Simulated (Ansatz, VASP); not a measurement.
## Two plane-wave programs on Ta

```
Ta
1.0
    -1.70337    1.70337    1.70337
     1.70337   -1.70337    1.70337
     1.70337    1.70337   -1.70337
Ta
1
Direct
  0.00000 0.00000 0.00000
```

Alike in both runs: task single point; functional PBEsol; k mesh 22 × 22 × 22; occupations gaussian, width 0.15 eV; no spin polarisation.

|  | VASP | Ansatz |
| --- | --- | --- |
| version | VASP 6.6.1 | Ansatz 0.2.0 |
| potentials or method | VASP PAW PBE potentials, release 64 (Ta_pv), cutoff 520 eV | scalar-relativistic, plane waves, PAW |
| valence electrons in the cell | 11 | 13 |

```csv
,VASP,Ansatz,Ansatz less VASP
gap on the k mesh at the Fermi level (eV),none,none,-
pressure (GPa),-18.8,-18.8,-0.01
```

VASP's potentials were made for PBE, not for PBEsol, and Ansatz warns of the same on its side. A gap of «none» marks a metal or a gap that the smearing closes. VASP's potentials hold 11 valence electrons a cell and Ansatz's 13, so a difference there can come from the potentials and not from the codes.

Neither program's run includes spin-orbit coupling.
